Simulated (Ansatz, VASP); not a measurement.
One calculation of In2O3, two programs

```
In O
1.0
     2.73050    1.57645    4.78976
    -2.73050    1.57645    4.78976
     0.00000   -3.15291    4.78976
In O
4 6
Direct
  0.35768 0.35768 0.35768
  0.14232 0.14232 0.14232
  0.64232 0.64232 0.64232
  0.85768 0.85768 0.85768
  0.54554 0.95446 0.25000
  0.25000 0.54554 0.95446
  0.95446 0.25000 0.54554
  0.45446 0.04554 0.75000
  0.75000 0.45446 0.04554
  0.04554 0.75000 0.45446
```

Alike in both runs: functional LDA; k mesh 6 × 6 × 6; occupations gaussian, width 0.02 eV; no spin polarisation.

Ansatz relaxed the structure, and its values are those at the end. VASP's run is a single point on that final structure, the one shown.

|  | VASP | Ansatz |
| --- | --- | --- |
| version | VASP 6.6.1 | Ansatz 0.2.0 |
| potentials or method | VASP PAW LDA potentials, release 64 (In_d, O), cutoff 520 eV | scalar-relativistic, plane waves, PAW |
| valence electrons in the cell | 88 | 88 |

Ansatz gave:

* gap on the k mesh at the Fermi level (eV): 1.29
* least direct gap on the mesh (eV): 1.32
* pressure (GPa): 0.0

What did VASP give for the same quantities?

gap on the k mesh at the Fermi level (eV): 1.32; least direct gap on the mesh (eV): 1.35; pressure (GPa): 0.8.

Ansatz warns that its potentials were made for another functional, while VASP's fit it. LDA's correlation is that of Perdew and Zunger in VASP and of Perdew and Wang (1992) in Ansatz.
